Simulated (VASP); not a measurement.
# Be3CdS2 (P2_12_12) in VASP: single point with PBE

Aim: the single point of Be3CdS2 with PBE.

Everything below comes from runs of VASP 6.6.1. Logs are shortened: lines on timing, memory, paths and dates and some standing lists are left out, and cuts for length are marked.

### Step 1. The cell of the first run

It takes space group P2_12_12 (No. 18, orthorhombic). The conventional cell has a = 5.226 Å, b = 10.749 Å, c = 3.443 Å, α = 90.00°, β = 90.00°, γ = 90.00°. Within 2.8 Å of Be (site symmetry 1) lie 3 S at 2.08 to 2.10 Å and 1 Be at 2.28 Å and 1 Cd at 2.55 Å. Be (site symmetry 2) has 2 S at 2.13 Å and 2 Be at 2.28 Å and 2 Cd at 2.72 Å within 2.8 Å. Within 3.6 Å of Cd (site symmetry 2) lie 4 Be at 2.55 to 2.72 Å and 6 S at 3.42 to 3.57 Å and 2 Cd at 3.44 Å. S (site symmetry 1) has 4 Be at 2.08 to 2.13 Å within 2.8 Å.

### Step 2. Single point, PBE

Contents of INCAR:

```
SYSTEM = Be3CdS2
PREC = Accurate
ENCUT = 600
EDIFF = 1E-6
ISMEAR = 0
SIGMA = 0.02
LREAL = .False.
LASPH = .True.
NELM = 120
ALGO = Normal
ISIF = 2
LWAVE = .False.
LCHARG = .True.
GGA = PE
LELF = .True.
LVHAR = .True.
NBANDS = 42
GGA_COMPAT = .False.
```

Contents of KPOINTS:

```
regular mesh
0
Gamma
  8 4 10
  0 0 0
```

Contents of POSCAR:

```
Be3CdS2
1.0
    5.2255060343      0.0000000000      0.0000000000
    0.0000000000     10.7493072857      0.0000000000
    0.0000000000      0.0000000000      3.4432840383
Be Cd S
6 2 4
Direct
    0.1726858989      0.3240020618      0.7600204702
    0.8273141011      0.6759979382      0.7600204702
    0.5000000000      0.0000000000      0.9787652953
    0.0000000000      0.5000000000      0.0212347047
    0.6726858989      0.1759979382      0.2399795298
    0.3273141011      0.8240020618      0.2399795298
    0.0000000000      0.0000000000      0.1971982297
    0.5000000000      0.5000000000      0.8028017703
    0.4459924944      0.1815762559      0.7421790523
    0.0540075056      0.6815762559      0.2578209477
    0.9459924944      0.3184237441      0.2578209477
    0.5540075056      0.8184237441      0.7421790523
```

Potentials or basis: VASP PAW PBE potentials, release 64 (Be, Cd, S).

Launch:

```console
$ cat potpaw_PBE.64/Be/POTCAR potpaw_PBE.64/Cd/POTCAR potpaw_PBE.64/S/POTCAR > POTCAR
$ mpirun -np 1 vasp_std > vasp.out
```

OUTCAR:

```text
SYSTEM = Be3CdS2
   PREC = Accurate
   ENCUT = 600
   EDIFF = 1E-6
   ISMEAR = 0
   LREAL = .False.
   LASPH = .True.
   NELM = 120
   ISIF = 2
   GGA = PE

 ion  position               nearest neighbor table
   1  0.173  0.324  0.760-  11 2.08   9 2.09  11 2.10   4 2.28   8 2.55
   2  0.827  0.676  0.760-  10 2.08  12 2.09  10 2.10   4 2.28   8 2.55
   3  0.500  0.000  0.979-   9 2.13  12 2.13   5 2.28   6 2.28   7 2.72   7 2.72
   4  0.000  0.500  0.021-  10 2.13  11 2.13   1 2.28   2 2.28   8 2.72   8 2.72
   5  0.673  0.176  0.240-   9 2.08  11 2.09   9 2.10   3 2.28   7 2.55
   6  0.327  0.824  0.240-  12 2.08  10 2.09  12 2.10   3 2.28   7 2.55
   7  0.000  0.000  0.197-   5 2.55   6 2.55   3 2.72   3 2.72
   8  0.500  0.500  0.803-   1 2.55   2 2.55   4 2.72   4 2.72
   9  0.446  0.182  0.742-   5 2.08   1 2.09   5 2.10   3 2.13
  10  0.054  0.682  0.258-   2 2.08   6 2.09   2 2.10   4 2.13
  11  0.946  0.318  0.258-   1 2.08   5 2.09   1 2.10   4 2.13
  12  0.554  0.818  0.742-   6 2.08   2 2.09   6 2.10   3 2.13

  LATTYP: Found a simple orthorhombic cell.
 ALAT       =     3.4432840383
 B/A-ratio  =     1.5175936624
 C/A-ratio  =     3.1218183473

  Lattice vectors:

 A1 = (   0.0000000000,   0.0000000000,   3.4432840383)
 A2 = (   5.2255060343,   0.0000000000,   0.0000000000)
 A3 = (   0.0000000000,  10.7493072857,   0.0000000000)

Analysis of symmetry for initial positions (statically):
=====================================================================
 Subroutine PRICEL returns:
 Original cell was already a primitive cell.

 Routine SETGRP: Setting up the symmetry group for a
 simple orthorhombic supercell.

 Subroutine GETGRP returns: Found  4 space group operations
 (whereof  2 operations were pure point group operations)
 out of a pool of  8 trial point group operations.

The static configuration has the point symmetry C_2 .
 The point group associated with its full space group is D_2 .

Analysis of symmetry for dynamics (positions and initial velocities):
=====================================================================
 Subroutine PRICEL returns:
 Original cell was already a primitive cell.

 Routine SETGRP: Setting up the symmetry group for a
 simple orthorhombic supercell.

 Subroutine GETGRP returns: Found  4 space group operations
 (whereof  2 operations were pure point group operations)
 out of a pool of  8 trial point group operations.

The dynamic configuration has the point symmetry C_2 .
 The point group associated with its full space group is D_2 .

 Subroutine INISYM returns: Found  4 space group operations
 (whereof  2 operations are pure point group operations),
 and found     1 'primitive' translations

----------------------------------------------------------------------------------------

                                     Primitive cell

  volume of cell :     193.4112

  direct lattice vectors                    reciprocal lattice vectors
     5.225506034  0.000000000  0.000000000     0.191369026  0.000000000  0.000000000
     0.000000000 10.749307286  0.000000000     0.000000000  0.093029250  0.000000000
     0.000000000  0.000000000  3.443284038     0.000000000  0.000000000  0.290420421

  length of vectors
     5.225506034 10.749307286  3.443284038     0.191369026  0.093029250  0.290420421

  position of ions in fractional coordinates (direct lattice)
     0.172685899  0.324002062  0.760020470
     0.827314101  0.675997938  0.760020470
     0.500000000  0.000000000  0.978765295
     0.000000000  0.500000000  0.021234705
     0.672685899  0.175997938  0.239979530
     0.327314101  0.824002062  0.239979530
     0.000000000  0.000000000  0.197198230
     0.500000000  0.500000000  0.802801770
     0.445992494  0.181576256  0.742179052
     0.054007506  0.681576256  0.257820948
     0.945992494  0.318423744  0.257820948
     0.554007506  0.818423744  0.742179052

  ion indices of the primitive-cell ions
   primitive index   ion index
                 1           1
                 2           2
                 3           3
                 4           4
                 5           5
                 6           6
                 7           7
                 8           8
                 9           9
                10          10
                11          11
                12          12

----------------------------------------------------------------------------------------

 KPOINTS: regular mesh

Automatic generation of k-mesh.
 Grid dimensions read from file:
 generate k-points for:    8    4   10

 Generating k-lattice:

  Cartesian coordinates                     Fractional coordinates (reciprocal lattice)
     0.023921128  0.000000000  0.000000000     0.125000000  0.000000000  0.000000000
     0.000000000  0.023257313  0.000000000     0.000000000  0.250000000  0.000000000
     0.000000000  0.000000000  0.029042042     0.000000000  0.000000000  0.100000000

  Length of vectors
     0.023921128  0.023257313  0.029042042

  Shift w.r.t. Gamma in fractional coordinates (k-lattice)
     0.000000000  0.000000000  0.000000000

 Subroutine IBZKPT returns following result:
 ===========================================

 Found     90 irreducible k-points:

 Following reciprocal coordinates:
            Coordinates               Weight
  0.000000  0.000000  0.000000      1.000000
  0.125000  0.000000  0.000000      2.000000
  0.250000  0.000000  0.000000      2.000000
  0.375000  0.000000  0.000000      2.000000
  0.500000  0.000000  0.000000      1.000000
  0.000000  0.250000  0.000000      2.000000
[... 16 lines left out ...]
  0.250000  0.250000  0.100000      8.000000
  0.375000  0.250000  0.100000      8.000000
 [... further k-points ...]
   k-points           NKPTS =     90   k-points in BZ     NKDIM =     90   number of bands    NBANDS=     42
   number of dos      NEDOS =    301   number of ions     NIONS =     12
   total plane-waves  NPLWV = 105840
   dimension x,y,z NGX =    42 NGY =   90 NGZ =   28
   dimension x,y,z NGXF=    84 NGYF=  180 NGZF=   56
   ions per type =               6   2   4
   NGX,Y,Z   is equivalent  to a cutoff of  13.36, 13.92, 13.52 a.u.
   NGXF,Y,Z  is equivalent  to a cutoff of  26.72, 27.84, 27.04 a.u.
 SYSTEM =  Be3CdS2
   PREC   = accura    normal or accurate (medium, high low for compatibility)
   ISTART =      0    job   : 0-new  1-cont  2-samecut
   ICHARG =      2    charge: 1-file 2-atom 10-const
   ISPIN  =      1    spin polarized calculation?
   LNONCOLLINEAR =      F non collinear calculations
   LSORBIT =      F    spin-orbit coupling
   LASPH  =      T    aspherical Exc in radial PAW
   ENCUT  =  600.0 eV  44.10 Ry    6.64 a.u.  10.44 21.47  6.88*2*pi/ulx,y,z
   NELM   =    120;   NELMIN=  2; NELMDL= -5     # of ELM steps
   EDIFF  = 0.1E-05   stopping-criterion for ELM
   LREAL  =      F    real-space projection
   EDIFFG = 0.1E-04   stopping-criterion for IOM
   NSW    =      0    number of steps for IOM
   IBRION =     -1    ionic relax: 0-MD 1-quasi-New 2-CG
   NFREE  =      0    steps in history (QN), initial steepest desc. (CG)
   ISIF   =      2    stress and relaxation
   ISYM   =      2    0-nonsym 1-usesym 2-fastsym
   POTIM  = 0.5000    time-step for ionic-motion
   TEBEG  =    0.0;   TEEND  =   0.0 temperature during run
   PSTRESS=    0.0 pullay stress
   NELECT =      60.0000    total number of electrons
   NUPDOWN=      -1.0000    fix difference up-down
   EMIN   =  10.00;   EMAX   =-10.00  energy-range for DOS
   EFERMI =   0.00;   METHOD = LEGACY
   ISMEAR =     0;   SIGMA  =   0.02  broadening in eV -4-tet -1-fermi 0-gaus
   EFERMI_NEDOS =   21; number of points for ismear=-14 and -15
   IALGO  =     38    algorithm
   IMIX   =      4    mixing-type and parameters
     AMIX     =   0.40;   BMIX     =  1.00
     AMIX_MAG =   1.60;   BMIX_MAG =  1.00
  volume/ion in A,a.u.               =      16.12       108.77
  Fermi-wavevector in a.u.,A,eV,Ry     =   1.108234  2.094258 16.710430  1.228182
  Thomas-Fermi vector in A             =   2.244758
   LORBIT       =      0    0 simple, 1 ext, 2 COOP (PROOUT), +10 PAW based schemes
   GGA     = PE    functional components
   LHFCALC =     F    Hartree Fock is set to
   AEXX    =    0.0000 exact exchange contribution
   IVDW    =     0    specifies the selected vdW correction
   LEPSILON=     F    determine dielectric tensor
   LRPA    =     F    only Hartree local field effects (RPA)
 non-spin polarized calculation
 Gauss-broadening in eV      SIGMA  =   0.02
  energy-cutoff  :      600.00
  volume of cell :      193.41
 maximum number of plane-waves:      6482
 NGX is ok and might be reduce to    42
   NGX = 21   NGY = 43   NGZ = 13

 number of electron      60.0000002 magnetization

 Free energy of the ion-electron system (eV)
  ---------------------------------------------------
  ext. energy  EPLUGINS =         0.00000000
  ---------------------------------------------------
  free energy    TOTEN  =       -44.27066942 eV

  energy without entropy =      -44.27066942  energy(sigma->0) =      -44.27066942

 E-fermi :   4.2150     XC(G=0):  -9.6511

 val. band max:        4.1064197417   @ k =   0.0000   0.0000   0.0000
 cond. band min:       4.3102592359   @ k =   0.0000   0.0000   0.4000
 fundamental gap:      0.2038394941
 Fermi energy:         4.2149533593

 k-point     1 :       0.0000    0.0000    0.0000
  band No.  band energies     occupation
      1     -10.5731      2.00000
      2     -10.4359      2.00000
      3      -9.5692      2.00000
      4      -9.3919      2.00000
      5      -4.4703      2.00000
      6      -4.4337      2.00000
[... 34 lines left out ...]
     41       8.9839      0.00000
     42      10.4888      0.00000

 k-point     2 :       0.1250    0.0000    0.0000
  band No.  band energies     occupation
      1     -10.5371      2.00000
      2     -10.4015      2.00000
      3      -9.6080      2.00000
      4      -9.4387      2.00000
      5      -4.4658      2.00000
      6      -4.4336      2.00000
[... 34 lines left out ...]
     41       9.1091      0.00000
     42      10.3879      0.00000

 k-point     3 :       0.2500    0.0000    0.0000
  band No.  band energies     occupation
      1     -10.4332      2.00000
      2     -10.3019      2.00000
      3      -9.7193      2.00000
      4      -9.5679      2.00000
      5      -4.4562      2.00000
      6      -4.4338      2.00000
[... 34 lines left out ...]
     41       9.2906      0.00000
     42      10.1246      0.00000

 k-point     4 :       0.3750    0.0000    0.0000
  band No.  band energies     occupation
      1     -10.2744      2.00000
      2     -10.1473      2.00000
      3      -9.8865      2.00000
      4      -9.7516      2.00000
      5      -4.4461      2.00000
      6      -4.4351      2.00000
[... 844 lines left out ...]
     41       9.2078      0.00000
     42       9.8999      0.00000

 k-point    23 :       0.2500    0.2500    0.1000
  band No.  band energies     occupation
      1     -10.3534      2.00000
      2     -10.2624      2.00000
      3      -9.6506      2.00000
      4      -9.5461      2.00000
      5      -4.4194      2.00000
      6      -4.3997      2.00000
[... 34 lines left out ...]
     41       9.1702      0.00000
     42       9.8051      0.00000

 k-point    24 :       0.3750    0.2500    0.1000
  band No.  band energies     occupation
      1     -10.2002      2.00000
      2     -10.1134      2.00000
      3      -9.8124      2.00000
      4      -9.7201      2.00000
      5      -4.4103      2.00000
      6      -4.4011      2.00000
[... 34 lines left out ...]
     41       9.1756      0.00000
     42       9.7002      0.00000

 [... further k-points ...]

------------------------ aborting loop because EDIFF is reached ----------------------------------------

  FORCE on cell =-STRESS in cart. coord.  units (eV):
  Direction    XX          YY          ZZ          XY          YZ          ZX
  --------------------------------------------------------------------------------------
  -------------------------------------------------------------------------------------
  Total        0.0684318      0.1094641      0.0535819      0.0000000      0.0000000      0.0000000
  in kB        0.5668741      0.9067776      0.4438607      0.0000000      0.0000000      0.0000000
  external PRESSURE =       0.6391708 kB  Pullay stress =       0.0000000 kB

 VOLUME and BASIS-vectors are now :
 -----------------------------------------------------------------------------
  energy-cutoff  :      600.00
  volume of cell :      193.41
      direct lattice vectors                 reciprocal lattice vectors
     5.225506034  0.000000000  0.000000000     0.191369026  0.000000000  0.000000000
     0.000000000 10.749307286  0.000000000     0.000000000  0.093029250  0.000000000
     0.000000000  0.000000000  3.443284038     0.000000000  0.000000000  0.290420421

 POSITION                                       TOTAL-FORCE (eV/Angst)
 -----------------------------------------------------------------------------------
      0.90237      3.48280      2.61697        -0.001667      0.002407      0.002924
      4.32313      7.26651      2.61697         0.001667     -0.002407      0.002924
      2.61275      0.00000      3.37017         0.000000     -0.000000     -0.000045
      0.00000      5.37465      0.07312         0.000000     -0.000000      0.000045
      3.51512      1.89186      0.82632        -0.001667     -0.002407     -0.002924
      1.71038      8.85745      0.82632         0.001667      0.002407     -0.002924
      0.00000      0.00000      0.67901         0.000000     -0.000000      0.003294
      2.61275      5.37465      2.76427         0.000000     -0.000000     -0.003294
      2.33054      1.95182      2.55553        -0.003053     -0.000048     -0.000403
      0.28222      7.32647      0.88775         0.003053     -0.000048      0.000403
      4.94329      3.42283      0.88775        -0.003053      0.000048      0.000403
      2.89497      8.79749      2.55553         0.003053      0.000048     -0.000403
 -----------------------------------------------------------------------------------
    total drift:                               -0.000000     -0.000000     -0.000000

  FREE ENERGIE OF THE ION-ELECTRON SYSTEM (eV)
  ---------------------------------------------------
  free  energy   TOTEN  =       -44.2706694233 eV

  energy  without entropy=      -44.2706694233  energy(sigma->0) =      -44.27066942
```

Wall time 19 min (1 thread of Oxide Virtual Turin-like, shared host); peak memory 0.8 GiB.

What came out:

| Item | Value |
| --- | --- |
| Free energy | -44.2707 eV |
| Pressure | 0.1 GPa |
| Largest force | 0.004 eV/Å |
| Band gap on the k mesh | 0.20 eV (least direct gap 0.35 eV) |

Forces in eV/Å, atoms in the order of the input:
```
Be  -0.002  0.002  0.003
Be   0.002 -0.002  0.003
Be   0.000  0.000  0.000
Be   0.000  0.000  0.000
Be  -0.002 -0.002 -0.003
Be   0.002  0.002 -0.003
Cd   0.000  0.000  0.003
Cd   0.000  0.000 -0.003
S   -0.003  0.000  0.000
S    0.003  0.000  0.000
S   -0.003  0.000  0.000
S    0.003  0.000  0.000
```

Levels at points of the mesh, in eV from the valence-band top:
```tsv
k point	band 26	band 27	band 28	band 29	band 30	band 31	band 32	band 33	band 34	band 35
(0.00, 0.00, 0.00)	-2.47	-2.43	-1.32	-0.83	0.00	1.20	2.18	2.27	2.41	3.05
(0.50, 0.00, 0.00)	-2.98	-2.17	-2.17	-0.39	-0.39	1.65	1.65	3.25	3.25	3.85
(0.00, 0.50, 0.00)	-2.63	-2.31	-2.31	-0.27	-0.27	1.47	1.47	2.28	2.28	3.58
(0.50, 0.50, 0.00)	-3.00	-2.17	-2.17	-0.52	-0.52	1.58	1.58	3.47	3.47	3.86
(0.00, 0.00, 0.50)	-3.34	-2.20	-2.17	-0.38	-0.12	0.45	0.71	1.62	2.48	2.73
(0.50, 0.00, 0.50)	-3.45	-1.93	-1.93	-0.81	-0.81	1.06	1.06	2.56	2.56	3.52
(0.00, 0.50, 0.50)	-3.46	-2.09	-2.09	-0.34	-0.34	0.65	0.65	2.05	2.05	2.49
(0.50, 0.50, 0.50)	-3.73	-1.72	-1.72	-0.80	-0.80	1.09	1.09	1.91	1.91	3.33
```

A k mesh can miss the band edges.
